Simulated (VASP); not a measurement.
A run of VASP 6.6.1 is set up as follows.

The input INCAR:

```
PREC = Accurate
ENCUT = 600
EDIFF = 1E-7
ISMEAR = 0
SIGMA = 0.1
LREAL = F
LASPH = T
NELM = 80
ALGO = Normal
ISIF = 3
LWAVE = F
LCHARG = F
GGA = PE
IBRION = 2
NSW = 90
EDIFFG = -0.04
```

KPOINTS

```
Automatic mesh
0
Gamma
  3 3 3
```

Contents of POSCAR:

```
Mg2Si3
1.0
    3.1505528406      1.8189725306      5.7344792904
   -3.1505528406      1.8189725306      5.7344792904
    0.0000000000     -3.6379450613      5.7344792904
Mg Si
4 6
Direct
    0.8521800000      0.8521800000      0.8521800000
    0.6478200000      0.6478200000      0.6478200000
    0.1478200000      0.1478200000      0.1478200000
    0.3521800000      0.3521800000      0.3521800000
    0.0562500000      0.4437500000      0.7500000000
    0.7500000000      0.0562500000      0.4437500000
    0.4437500000      0.7500000000      0.0562500000
    0.9437500000      0.5562500000      0.2500000000
    0.2500000000      0.9437500000      0.5562500000
    0.5562500000      0.2500000000      0.9437500000
```

Potentials or basis: VASP PAW PBE potentials, release 64 (Mg, Si).

The run is started by

```console
$ cat potpaw_PBE.64/Mg/POTCAR potpaw_PBE.64/Si/POTCAR > POTCAR
$ mpirun -np 1 vasp_std > vasp.out
```

Task: Predict the relaxed cell.

Result: a = 8.225 Å, b = 8.225 Å, c = 8.225 Å, α = 43.04°, β = 43.04°, γ = 43.04°.

Task: What does it give for the relaxed volume?

Result: 23.49 Å³/atom.

Task: What does it give for the band gap on the k mesh?

Result: Zero (bands 16 and 17 overlap by 0.34 eV).

Forces in eV/Å, atoms in the order of the input:
```
Mg   0.000  0.000  0.032
Mg   0.000  0.000 -0.032
Mg   0.000  0.000 -0.032
Mg   0.000  0.000  0.032
Si  -0.033  0.000  0.000
Si   0.017 -0.029  0.000
Si   0.017  0.029  0.000
Si   0.033  0.000  0.000
Si  -0.017  0.029  0.000
Si  -0.017 -0.029  0.000
```

Caveat: the k points lie up to 0.41 Å⁻¹ apart in the final cell; the volume moved by over 15 % at a fixed basis, so the end points are rough.
